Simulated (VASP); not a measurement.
Sc, 1 atom in the cell. The structure is cubic, space group Pm-3m (No. 221). The conventional cell has a = 3.022 Å, b = 3.022 Å, c = 3.022 Å, α = 90.00°, β = 90.00°, γ = 90.00°. Within 4.0 Å of Sc (site symmetry m-3m) lie 6 Sc at 3.02 Å. 

```yaml
Program: VASP 6.6.1
Task: single point
Functional: RPBE
Potentials_or_basis: VASP PAW PBE potentials, release 64 (Sc_sv)
Cutoff: 520 eV
k_mesh: 17 × 17 × 17
Occupations: fermi-dirac, width 0.1 eV
Spin: no spin polarisation
Dipole_correction: no
Further_INCAR_settings: ALGO = Normal; EDIFF = 1e-06; NBANDS = 12
```

Potentials or basis: VASP PAW PBE potentials, release 64 (Sc_sv).

Launch:

```sh
$ cat potpaw_PBE.64/Sc_sv/POTCAR > POTCAR
$ mpirun -np 1 vasp_std > vasp.out
```

Hardware: 1 thread of Intel(R) Xeon(R) 6975P-C (Granite Rapids), with other jobs on the host.

Task: Estimate the wall time of this run.

Result: Wall time 14 s on 1 thread of Intel(R) Xeon(R) 6975P-C (Granite Rapids) (shared host), peak memory 0.16 GiB. Counts: scf iterations 12, k points 165.
